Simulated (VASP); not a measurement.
## PN: single point with PBE+D3(BJ)

Crystal: PN.

```
CELL_PARAMETERS angstrom
2.65551 0.00000 0.00000
0.00000 2.65551 0.00000
0.00000 0.00000 2.64155
ATOMIC_POSITIONS crystal
P 0.00000 0.00000 0.50000
N 0.50000 0.50000 0.50000
```

* Program: VASP 6.6.1
* Task: single point
* Functional: PBE
* Dispersion: D3(BJ)
* Potentials or basis: VASP PAW PBE potentials, release 64 (P, N)
* Cutoff: 520 eV
* k mesh: 6 × 6 × 6
* Occupations: gaussian, width 0.1 eV
* Spin: collinear spin, ferromagnetic start
* Starting moments: [0.0, 1.0] μB
* Dipole correction: no
* Further INCAR settings: ALGO = Normal; EDIFF = 1e-06; NBANDS = 16

```
Pressure                                              : -0.8 GPa
Band gap on the k mesh                                : zero (filled and empty bands overlap)
Net moment                                            : 0.00 μB per cell
Valence electrons inside the program's atomic spheres : P 2.27; N 3.78
Dispersion energy per atom                            : -0.357 eV
```

Stress tensor (GPa, compression positive):
```
-1.09  0.00  0.00
 0.00 -1.09  0.00
 0.00  0.00 -0.11
```

Levels at points of the mesh, in eV from the Fermi level:
Spin up:
```tsv
k point	band 1	band 2	band 3	band 4	band 5	band 6	band 7	band 8	band 9	band 10
(0.00, 0.00, 0.00)	-21.24	-5.69	-5.69	-4.09	-3.03	3.99	7.21	7.94	10.56	10.56
(0.50, 0.00, 0.00)	-17.92	-15.14	-3.80	-1.11	1.08	3.09	3.09	4.30	12.24	12.96
(0.50, 0.50, 0.00)	-15.42	-11.22	-11.22	-9.38	-0.05	6.43	10.40	10.40	12.56	12.83
(0.00, 0.00, 0.50)	-19.69	-10.10	-4.98	-4.98	-0.47	2.16	5.72	11.33	11.33	12.01
(0.50, 0.00, 0.50)	-16.78	-13.18	-5.78	-5.31	-3.35	4.59	4.88	5.29	10.23	14.10
(0.50, 0.50, 0.50)	-14.49	-10.09	-10.09	-6.08	-3.56	-2.76	3.44	3.44	13.00	13.00
```
Spin down:
```csv
k point,band 1,band 2,band 3,band 4,band 5,band 6,band 7,band 8,band 9,band 10
"(0.00, 0.00, 0.00)",-21.24,-5.69,-5.69,-4.09,-3.03,3.99,7.21,7.94,10.56,10.56
"(0.50, 0.00, 0.00)",-17.92,-15.14,-3.80,-1.11,1.08,3.09,3.09,4.30,12.24,12.96
"(0.50, 0.50, 0.00)",-15.42,-11.22,-11.22,-9.38,-0.05,6.43,10.40,10.40,12.56,12.83
"(0.00, 0.00, 0.50)",-19.69,-10.10,-4.98,-4.98,-0.47,2.16,5.72,11.33,11.33,12.01
"(0.50, 0.00, 0.50)",-16.78,-13.18,-5.78,-5.31,-3.35,4.59,4.88,5.29,10.23,14.10
"(0.50, 0.50, 0.50)",-14.49,-10.09,-10.09,-6.08,-3.56,-2.76,3.44,3.44,13.00,13.00
```

It took 8.7 s on 1 thread of Intel(R) Xeon(R) 6975P-C (Granite Rapids) (shared host), peak memory 0.14 GiB.

Caveat: the k points lie up to 0.40 Å⁻¹ apart; pairwise dispersion overbinds metals, which lowers pressure and volume.
